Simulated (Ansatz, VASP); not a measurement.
BaS: VASP beside Ansatz

```
CELL_PARAMETERS angstrom
0.00000 3.22537 3.22537
3.22537 0.00000 3.22537
3.22537 3.22537 0.00000
ATOMIC_POSITIONS crystal
Ba 0.00000 0.00000 0.00000
S 0.50000 0.50000 0.50000
```

Change from the starting cell: volume scaled by 1.03, PAW files.

Alike in both runs: task electric field gradients; functional PBE; k mesh 7 × 7 × 7; occupations fermi-dirac, width 0.01 eV; no spin polarisation.

|  | VASP | Ansatz |
| --- | --- | --- |
| version | VASP 6.6.1 | Ansatz 0.2.0 |
| potentials or method | VASP PAW PBE potentials, release 64 (Ba_sv, S) | PAW with Ansatz's default frozen-core files, scalar-relativistic |
| plane-wave cutoff (eV) | 520 | 420 |
| valence electrons in the cell | 16 | 16 |

Ansatz gave:

| Property | Result |
| --- | --- |
| gap on the k mesh at the Fermi level (eV) | 2.30 |
| pressure (GPa) | -0.4 |

Q: Estimate VASP's values.

A: gap on the k mesh at the Fermi level (eV): 2.21; pressure (GPa): 0.1.

Spin-orbit coupling is off throughout.
